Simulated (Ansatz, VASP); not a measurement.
## One calculation of GaN, two programs

```xyz
2
Lattice="0.0000 2.2262 2.2262 2.2262 0.0000 2.2262 2.2262 2.2262 0.0000" Properties=species:S:1:pos:R:3 pbc="T T T"
Ga    0.0000    0.0000    0.0000
N     1.1131    1.1131    1.1131
```

Alike in both runs: task single point; functional r2SCAN; k mesh 8 × 8 × 8; no spin polarisation.

|  | VASP | Ansatz |
| --- | --- | --- |
| version | VASP 6.6.1 | Ansatz 0.2.0 |
| potentials or method | VASP PAW PBE potentials, release 64 (Ga_d, N_h) | plane waves, PAW |
| plane-wave cutoff (eV) | 910 | 500 |
| occupations | gaussian, width 0.01 eV | fixed |
| valence electrons in the cell | 18 | 18 |

|  | VASP | Ansatz | Ansatz less VASP |
| --- | --- | --- | --- |
| gap on the k mesh at the Fermi level (eV) | 2.36 | 2.37 | +0.013 |

VASP's potentials were made for PBE, not for r2SCAN.

Noted on VASP's run: the cutoff is under 1.25 times that of the potentials, so the pressure is a little rough.
